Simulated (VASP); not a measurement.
# GaP (rocksalt type) (Fm-3m) in VASP: a series of runs, part 3 of 4

VASP 6.6.1. Earlier steps stand in the parts before.

## Step 5: Electric field gradients, PBE

This run uses another cell than the first one, of 17.18 Å³/atom, 1.053 times its volume.

File INCAR:

```
SYSTEM = GaP
PREC = Accurate
ENCUT = 520
EDIFF = 1E-8
ISMEAR = -1
SIGMA = 0.05
LREAL = .False.
LASPH = .True.
NELM = 80
ALGO = Normal
ISIF = 2
LWAVE = .False.
LCHARG = .False.
GGA = PE
LEFG = .True.
NBANDS = 16
```

File KPOINTS:

```
Automatic mesh
0
Gamma
  12 12 12
  0 0 0
```

File POSCAR:

```
GaP
1.0
    0.0000000000      2.5804676415      2.5804676415
    2.5804676415      0.0000000000      2.5804676415
    2.5804676415      2.5804676415      0.0000000000
Ga P
1 1
Direct
    0.0000000000      0.0000000000      0.0000000000
    0.5000000000      0.5000000000      0.5000000000
```

Potentials or basis: VASP PAW PBE potentials, release 64 (Ga_d, P).

On the command line:

```sh
$ cat potpaw_PBE.64/Ga_d/POTCAR potpaw_PBE.64/P/POTCAR > POTCAR
$ mpirun -np 1 vasp_std > vasp.out
```

OUTCAR:

```text
SYSTEM = GaP
   PREC = Accurate
   ENCUT = 520
   EDIFF = 1E-8
   ISMEAR = -1
   LREAL = .False.
   LASPH = .True.
   NELM = 80
   ISIF = 2
   GGA = PE

 ion  position               nearest neighbor table
   1  0.000  0.000  0.000-   2 2.58   2 2.58   2 2.58   2 2.58   2 2.58   2 2.58
   2  0.500  0.500  0.500-   1 2.58   1 2.58   1 2.58   1 2.58   1 2.58   1 2.58

  LATTYP: Found a face centered cubic cell.
 ALAT       =     5.1609352830

  Lattice vectors:

 A1 = (   0.0000000000,   2.5804676415,   2.5804676415)
 A2 = (   2.5804676415,   0.0000000000,   2.5804676415)
 A3 = (   2.5804676415,   2.5804676415,   0.0000000000)

Analysis of symmetry for initial positions (statically):
=====================================================================
 Subroutine PRICEL returns:
 Original cell was already a primitive cell.

 Routine SETGRP: Setting up the symmetry group for a
 face centered cubic supercell.

 Subroutine GETGRP returns: Found 48 space group operations
 (whereof 48 operations were pure point group operations)
 out of a pool of 48 trial point group operations.

The static configuration has the point symmetry O_h .

Analysis of symmetry for dynamics (positions and initial velocities):
=====================================================================
 Subroutine PRICEL returns:
 Original cell was already a primitive cell.

 Routine SETGRP: Setting up the symmetry group for a
 face centered cubic supercell.

 Subroutine GETGRP returns: Found 48 space group operations
 (whereof 48 operations were pure point group operations)
 out of a pool of 48 trial point group operations.

The dynamic configuration has the point symmetry O_h .

 Subroutine INISYM returns: Found 48 space group operations
 (whereof 48 operations are pure point group operations),
 and found     1 'primitive' translations

----------------------------------------------------------------------------------------

                                     Primitive cell

  volume of cell :      34.3657

  direct lattice vectors                    reciprocal lattice vectors
     0.000000000  2.580467641  2.580467641    -0.193763329  0.193763329  0.193763329
     2.580467641  0.000000000  2.580467641     0.193763329 -0.193763329  0.193763329
     2.580467641  2.580467641  0.000000000     0.193763329  0.193763329 -0.193763329

  length of vectors
     3.649332336  3.649332336  3.649332336     0.335607930  0.335607930  0.335607930

  position of ions in fractional coordinates (direct lattice)
     0.000000000  0.000000000  0.000000000
     0.500000000  0.500000000  0.500000000

  ion indices of the primitive-cell ions
   primitive index   ion index
                 1           1
                 2           2

----------------------------------------------------------------------------------------

 KPOINTS: Automatic mesh

Automatic generation of k-mesh.
 Grid dimensions read from file:
[... 61 lines left out ...]
   LSORBIT =      F    spin-orbit coupling
   LASPH  =      T    aspherical Exc in radial PAW
   ENCUT  =  520.0 eV  38.22 Ry    6.18 a.u.   6.79  6.79  6.79*2*pi/ulx,y,z
   NELM   =     80;   NELMIN=  2; NELMDL= -5     # of ELM steps
   EDIFF  = 0.1E-07   stopping-criterion for ELM
   LREAL  =      F    real-space projection
   EDIFFG = 0.1E-06   stopping-criterion for IOM
   NSW    =      0    number of steps for IOM
   IBRION =     -1    ionic relax: 0-MD 1-quasi-New 2-CG
   NFREE  =      0    steps in history (QN), initial steepest desc. (CG)
   ISIF   =      2    stress and relaxation
   ISYM   =      2    0-nonsym 1-usesym 2-fastsym
   POTIM  = 0.5000    time-step for ionic-motion
   TEBEG  =    0.0;   TEEND  =   0.0 temperature during run
   PSTRESS=    0.0 pullay stress
   NELECT =      18.0000    total number of electrons
   NUPDOWN=      -1.0000    fix difference up-down
   EMIN   =  10.00;   EMAX   =-10.00  energy-range for DOS
[... 5 lines left out ...]
     AMIX     =   0.40;   BMIX     =  1.00
     AMIX_MAG =   1.60;   BMIX_MAG =  1.00
  volume/ion in A,a.u.               =      17.18       115.96
  Fermi-wavevector in a.u.,A,eV,Ry     =   1.319645  2.493768 23.694056  1.741464
  Thomas-Fermi vector in A             =   2.449529
   LORBIT       =      0    0 simple, 1 ext, 2 COOP (PROOUT), +10 PAW based schemes
   GGA     = PE    functional components
   LHFCALC =     F    Hartree Fock is set to
   AEXX    =    0.0000 exact exchange contribution
   IVDW    =     0    specifies the selected vdW correction
   LEPSILON=     F    determine dielectric tensor
   LRPA    =     F    only Hartree local field effects (RPA)
 non-spin polarized calculation
  energy-cutoff  :      520.00
  volume of cell :       34.37
 maximum number of plane-waves:       944
   NGX = 13   NGY = 13   NGZ = 13

 number of electron      18.0000009 magnetization

 Free energy of the ion-electron system (eV)
  ---------------------------------------------------
  ext. energy  EPLUGINS =         0.00000000
  ---------------------------------------------------
  free energy    TOTEN  =        -8.31286004 eV

  energy without entropy =       -8.30207963  energy(sigma->0) =       -8.30746984

 E-fermi :   6.3532     XC(G=0): -10.9621

 val. band max:        6.3348904457   @ k =   0.2500   0.1667   0.0833
 cond. band min:       6.3631831552   @ k =   0.1667   0.0000   0.0000
 fundamental gap:      0.0282927096
 Fermi energy:         6.3531762724

 k-point     1 :       0.0000    0.0000    0.0000
  band No.  band energies     occupation
      1      -8.2517      2.00000
      2      -8.2517      2.00000
      3      -8.2276      2.00000
      4      -8.2276      2.00000
      5      -8.2276      2.00000
      6      -6.7849      2.00000
[... 433 lines left out ...]
      3      -8.2289      2.00000
      4      -8.1939      2.00000
      5      -8.1806      2.00000
      6      -3.7494      2.00000
[... 8 lines left out ...]
     15      18.0152      0.00000
     16      18.9693      0.00000

 [... further k-points ...]
[... 5 lines left out ...]
  --------------------------------------------------------------------------------------
  -------------------------------------------------------------------------------------
  Total        0.0158885      0.0158885      0.0158885     -0.0000000     -0.0000000      0.0000000
  in kB        0.7407450      0.7407450      0.7407450     -0.0000000     -0.0000000      0.0000000
  external PRESSURE =       0.7407450 kB  Pullay stress =       0.0000000 kB

 VOLUME and BASIS-vectors are now :
 -----------------------------------------------------------------------------
  energy-cutoff  :      520.00
  volume of cell :       34.37
      direct lattice vectors                 reciprocal lattice vectors
     0.000000000  2.580467641  2.580467641    -0.193763329  0.193763329  0.193763329
     2.580467641  0.000000000  2.580467641     0.193763329 -0.193763329  0.193763329
     2.580467641  2.580467641  0.000000000     0.193763329  0.193763329 -0.193763329

 POSITION                                       TOTAL-FORCE (eV/Angst)
 -----------------------------------------------------------------------------------
      0.00000      0.00000      0.00000        -0.000000     -0.000000     -0.000000
      2.58047      2.58047      2.58047         0.000000      0.000000      0.000000
 -----------------------------------------------------------------------------------
    total drift:                               -0.000000      0.000000      0.000000

  FREE ENERGIE OF THE ION-ELECTRON SYSTEM (eV)
  ---------------------------------------------------
  free  energy   TOTEN  =        -8.3128600431 eV

  energy  without entropy=       -8.3020796299  energy(sigma->0) =       -8.30746984

 Electric field gradients (V/A^2)
---------------------------------------------------------------------
 ion       V_xx      V_yy      V_zz      V_xy      V_xz      V_yz
---------------------------------------------------------------------
   1      -0.000    -0.000     0.000    -0.003    -0.003    -0.003
   2      -0.000     0.000     0.000    -0.000    -0.000    -0.000
---------------------------------------------------------------------

 Electric field gradients after diagonalization (V/A^2)
 (convention: |V_zz| > |V_xx| > |V_yy|)
----------------------------------------------------------------------
 ion       V_xx      V_yy      V_zz     asymmetry (V_yy - V_xx)/ V_zz
----------------------------------------------------------------------
   1       0.003     0.003    -0.006       0.000
   2       0.000     0.000    -0.001       0.000
----------------------------------------------------------------------

           NMR quadrupolar parameters

 Cq : quadrupolar parameter    Cq=e*Q*V_zz/h
 eta: asymmetry parameters     (V_yy - V_xx)/ V_zz
 Q  : nuclear electric quadrupole moment in mb (millibarn)
----------------------------------------------------------------------
 ion       Cq(MHz)       eta       Q (mb)
----------------------------------------------------------------------
   1      -0.000       0.000       1.000
   2      -0.000       0.000       1.000
----------------------------------------------------------------------
```

It took 19 s on 1 thread of Intel Xeon 6975P-C (Granite Rapids), shared host; peak memory 0.17 GiB.

Results:

```
Free energy            : -8.3129 eV
Pressure               : 0.1 GPa
Band gap on the k mesh : zero (band 9 reaches 6.93 eV, above the bottom of band 10 at 3.74 eV)
```

Caveat: without QUAD_EFG the Cq values of the log hold for a quadrupole moment of 1 mb, not for the nuclei.

## Step 6: Electric field gradients, PBE (volume scaled by 1.05)

File INCAR:

```
  PREC = Accurate
  ENCUT = 520
  EDIFF = 1E-8
  ISMEAR = -1
  SIGMA = 0.05
  LREAL = False
  LASPH = True
  NELM = 60
  ALGO = Normal
  ISIF = 2
  LWAVE = False
  LCHARG = False
  GGA = PE
  LEFG = True
  NBANDS = 16
```

File KPOINTS:

```
Automatic mesh
0
Gamma
  12 12 12
```

File POSCAR:

```
GaP
1.0
    0.0000000000      2.6227779097      2.6227779097
    2.6227779097      0.0000000000      2.6227779097
    2.6227779097      2.6227779097      0.0000000000
Ga P
1 1
Direct
    0.0000000000      0.0000000000      0.0000000000
    0.5000000000      0.5000000000      0.5000000000
```

Potentials or basis: VASP PAW PBE potentials, release 64 (Ga_d, P).

On the command line:

```sh
$ cat potpaw_PBE.64/Ga_d/POTCAR potpaw_PBE.64/P/POTCAR > POTCAR
$ mpirun -np 1 vasp_std > vasp.out
```

OUTCAR:

```text
PREC = Accurate
   ENCUT = 520
   EDIFF = 1E-8
   ISMEAR = -1
   LREAL = False
   LASPH = True
   NELM = 60
   ISIF = 2
   GGA = PE

 ion  position               nearest neighbor table
   1  0.000  0.000  0.000-   2 2.62   2 2.62   2 2.62   2 2.62   2 2.62   2 2.62
   2  0.500  0.500  0.500-   1 2.62   1 2.62   1 2.62   1 2.62   1 2.62   1 2.62

  LATTYP: Found a face centered cubic cell.
 ALAT       =     5.2455558194

  Lattice vectors:

 A1 = (   0.0000000000,   2.6227779097,   2.6227779097)
 A2 = (   2.6227779097,   0.0000000000,   2.6227779097)
 A3 = (   2.6227779097,   2.6227779097,   0.0000000000)

Analysis of symmetry for initial positions (statically):
=====================================================================
 Subroutine PRICEL returns:
 Original cell was already a primitive cell.

 Routine SETGRP: Setting up the symmetry group for a
 face centered cubic supercell.

 Subroutine GETGRP returns: Found 48 space group operations
 (whereof 48 operations were pure point group operations)
 out of a pool of 48 trial point group operations.

The static configuration has the point symmetry O_h .

Analysis of symmetry for dynamics (positions and initial velocities):
=====================================================================
 Subroutine PRICEL returns:
 Original cell was already a primitive cell.

 Routine SETGRP: Setting up the symmetry group for a
 face centered cubic supercell.

 Subroutine GETGRP returns: Found 48 space group operations
 (whereof 48 operations were pure point group operations)
 out of a pool of 48 trial point group operations.

[... 157 lines left out ...]
      2      -8.7473      2.00000
      3      -8.7262      2.00000
      4      -8.7262      2.00000
      5      -8.7262      2.00000
      6      -6.9327      2.00000
[... 433 lines left out ...]
      3      -8.7257      2.00000
      4      -8.6972      2.00000
      5      -8.6863      2.00000
      6      -4.1023      2.00000
[... 8 lines left out ...]
     15      17.3418      0.00000
     16      18.1019      0.00000

 [... further k-points ...]

------------------------ aborting loop because EDIFF is reached ----------------------------------------

  FORCE on cell =-STRESS in cart. coord.  units (eV):
  Direction    XX          YY          ZZ          XY          YZ          ZX
  --------------------------------------------------------------------------------------
  -------------------------------------------------------------------------------------
  Total       -0.8390751     -0.8390751     -0.8390751     -0.0000000     -0.0000000      0.0000000
  in kB      -37.2560552    -37.2560552    -37.2560552     -0.0000000     -0.0000000      0.0000000
  external PRESSURE =     -37.2560552 kB  Pullay stress =       0.0000000 kB

 VOLUME and BASIS-vectors are now :
 -----------------------------------------------------------------------------
  energy-cutoff  :      520.00
  volume of cell :       36.08
      direct lattice vectors                 reciprocal lattice vectors
     0.000000000  2.622777910  2.622777910    -0.190637567  0.190637567  0.190637567
     2.622777910  0.000000000  2.622777910     0.190637567 -0.190637567  0.190637567
     2.622777910  2.622777910  0.000000000     0.190637567  0.190637567 -0.190637567

 POSITION                                       TOTAL-FORCE (eV/Angst)
 -----------------------------------------------------------------------------------
      0.00000      0.00000      0.00000         0.000000     -0.000000      0.000000
      2.62278      2.62278      2.62278        -0.000000      0.000000     -0.000000
 -----------------------------------------------------------------------------------
    total drift:                               -0.000000      0.000000      0.000000

  FREE ENERGIE OF THE ION-ELECTRON SYSTEM (eV)
  ---------------------------------------------------
  free  energy   TOTEN  =        -8.2925073734 eV

  energy  without entropy=       -8.2817672483  energy(sigma->0) =       -8.28713731

 Electric field gradients (V/A^2)
---------------------------------------------------------------------
 ion       V_xx      V_yy      V_zz      V_xy      V_xz      V_yz
---------------------------------------------------------------------
   1      -0.000     0.000     0.000    -0.003    -0.003    -0.003
   2      -0.000     0.000     0.000    -0.000    -0.000    -0.000
---------------------------------------------------------------------

 Electric field gradients after diagonalization (V/A^2)
 (convention: |V_zz| > |V_xx| > |V_yy|)
----------------------------------------------------------------------
 ion       V_xx      V_yy      V_zz     asymmetry (V_yy - V_xx)/ V_zz
----------------------------------------------------------------------
   1       0.003     0.003    -0.007       0.000
   2       0.000     0.000    -0.001       0.000
----------------------------------------------------------------------

           NMR quadrupolar parameters

 Cq : quadrupolar parameter    Cq=e*Q*V_zz/h
 eta: asymmetry parameters     (V_yy - V_xx)/ V_zz
 Q  : nuclear electric quadrupole moment in mb (millibarn)
----------------------------------------------------------------------
 ion       Cq(MHz)       eta       Q (mb)
----------------------------------------------------------------------
   1      -0.000       0.000       1.000
   2      -0.000       0.000       1.000
----------------------------------------------------------------------
```

OSZICAR:

```text
N       E                     dE             d eps       ncg     rms          rms(c)
DAV:   1     0.748150775131E+02    0.74815E+02   -0.90413E+03  2448   0.167E+03
DAV:   2    -0.312543432937E+01   -0.77941E+02   -0.74381E+02  2632   0.301E+02
DAV:   3    -0.838133943620E+01   -0.52559E+01   -0.52199E+01  2928   0.608E+01
DAV:   4    -0.845331141207E+01   -0.71972E-01   -0.71927E-01  2736   0.742E+00
DAV:   5    -0.845470789184E+01   -0.13965E-02   -0.13964E-02  3080   0.949E-01    0.342E+00
DAV:   6    -0.829487072569E+01    0.15984E+00   -0.31084E-01  3312   0.937E+00    0.212E+00
DAV:   7    -0.829204742394E+01    0.28233E-02   -0.32508E-02  2832   0.116E+00    0.100E+00
DAV:   8    -0.829243756625E+01   -0.39014E-03   -0.39455E-03  2872   0.695E-01    0.794E-02
DAV:   9    -0.829248504243E+01   -0.47476E-04   -0.31715E-04  3384   0.267E-01    0.590E-02
DAV:  10    -0.829250004325E+01   -0.15001E-04   -0.16982E-05  2976   0.372E-02    0.206E-02
DAV:  11    -0.829250764596E+01   -0.76027E-05   -0.11147E-05  2744   0.414E-02    0.291E-03
DAV:  12    -0.829250754051E+01    0.10545E-06   -0.45503E-07  2976   0.506E-03    0.198E-03
DAV:  13    -0.829250737839E+01    0.16212E-06   -0.48191E-08  2976   0.193E-03    0.244E-04
DAV:  14    -0.829250737339E+01    0.49949E-08   -0.24137E-09  1816   0.601E-04
   1 F= -.82925074E+01 E0= -.82871373E+01  d E =-.107401E-01
```

stdout:

```text
POSCAR found type information on POSCAR GaP
 POSCAR found :  2 types and       2 ions
 scaLAPACK will be used
 LDA part: xc-table for (Slater+PW92), standard interpolation
 POSCAR, INCAR and KPOINTS ok, starting setup
 FFT: planning ... GRIDC
 FFT: planning ... GRID_SOFT
 FFT: planning ... GRID
 WAVECAR not read
 entering main loop
ion   1

ion   2
```

Wall time 18 s (1 thread of Intel Xeon 6975P-C (Granite Rapids), shared host); peak memory 0.17 GiB.

Results:

```yaml
Free_energy: -8.2925 eV
Pressure: -3.7 GPa
Band_gap_on_the_k_mesh: zero (band 9 reaches 6.35 eV, above the bottom of band 10 at 3.36 eV)
```

Caveat: the cell differs from its parent crystal (volume scaled by 1.05); without QUAD_EFG the Cq values of the log hold for a quadrupole moment of 1 mb, not for the nuclei.

(Part 3 of 4 ends here.)
